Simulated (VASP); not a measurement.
Zn, 1 atom in the cell. Symmetry: Fmmm, No. 69, orthorhombic system. Conventional cell: a = 2.585 Å, b = 4.469 Å, c = 5.180 Å, α = 90.00°, β = 90.00°, γ = 90.00°. Zn (site symmetry mmm) has 14 Zn at 2.58 to 3.42 Å within 3.5 Å. 

| Quantity | Value |
| --- | --- |
| Program | VASP 6.6.1 |
| Task | single point |
| Functional | r2SCAN |
| Potentials or basis | VASP PAW PBE potentials, release 64 (Zn) |
| Cutoff | 550 eV |
| k mesh | 26 × 26 × 26 |
| Occupations | gaussian, width 0.1 eV |
| Spin | no spin polarisation |
| Dipole correction | no |
| Further INCAR settings | ALGO = Normal; EDIFF = 1e-06; NBANDS = 12 |

Potentials or basis: VASP PAW PBE potentials, release 64 (Zn).

Launch:

```sh
$ cat potpaw_PBE.64/Zn/POTCAR > POTCAR
$ cp INCAR.step1 INCAR
$ mpirun -np 1 vasp_std > vasp.out
$ cp INCAR.step2 INCAR
$ mpirun -np 1 vasp_std > vasp.out
```

Hardware: 1 thread of Oxide Virtual Turin-like Processor (shared host).

**Question.** How long does it take, and how much memory?

**Answer.** Run time: 58 min on 1 thread of Oxide Virtual Turin-like Processor (shared host), peak memory 0.51 GiB. Counts: k points 2471.
